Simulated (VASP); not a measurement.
**As: single point with r2SCAN**

As:

```
CELL_PARAMETERS angstrom
1.80033 -5.42567 0.00000
1.80033 5.42567 0.00000
0.00000 0.00000 4.40959
ATOMIC_POSITIONS crystal
As 0.39000 0.61000 0.56000
As 0.89000 0.11000 0.94000
As 0.61000 0.39000 0.44000
As 0.11000 0.89000 0.06000
```

| Property | Result |
| --- | --- |
| Program | VASP 6.6.1 |
| Task | single point |
| Functional | r2SCAN |
| Potentials or basis | VASP PAW PBE potentials, release 64 (As) |
| Cutoff | 520 eV |
| k mesh | 8 × 8 × 6 |
| Occupations | fermi-dirac, width 0.05 eV |
| Spin | no spin polarisation |
| Dipole correction | no |
| Further INCAR settings | ALGO = Normal; EDIFF = 1e-07; NBANDS = 18 |

- Pressure: 4.9 GPa
- Largest force: 0.178 eV/Å
- Band gap on the k mesh: 0.18 eV, indirect (least direct gap 0.25 eV)

Forces in eV/Å, atoms in the order of the input:
```
As   0.000  0.134  0.117
As   0.000  0.134 -0.117
As   0.000 -0.134 -0.117
As   0.000 -0.134  0.117
```

Stress tensor (GPa, compression positive):
```
5.98 0.00 0.00
0.00 4.51 0.00
0.00 0.00 4.14
```

Levels at points of the mesh, in eV from the valence-band top:
```
           k point  band 8  band 9  band 10  band 11  band 12  band 13
(0.00, 0.00, 0.00)   -2.44   -2.06    -1.16     2.14     2.33     2.77
(0.50, 0.00, 0.00)   -2.73   -2.51    -2.51     1.05     1.05     1.31
(0.50, 0.50, 0.00)   -1.83   -1.42    -0.21     0.20     2.16     2.79
(0.00, 0.00, 0.50)   -2.21   -0.56    -0.56     1.36     1.36     2.27
(0.50, 0.00, 0.50)   -5.04   -2.00    -2.00     2.28     2.28     5.08
(0.50, 0.50, 0.50)   -2.03   -1.06    -1.06     1.69     1.69     2.24
```

Run time: 5.2 min on 1 thread of Intel(R) Xeon(R) 6975P-C (Granite Rapids) (shared host), peak memory 0.34 GiB.

Caveat: the PAW data sets were made with another functional, which shifts forces and pressure a little. A k mesh can miss the band edges.
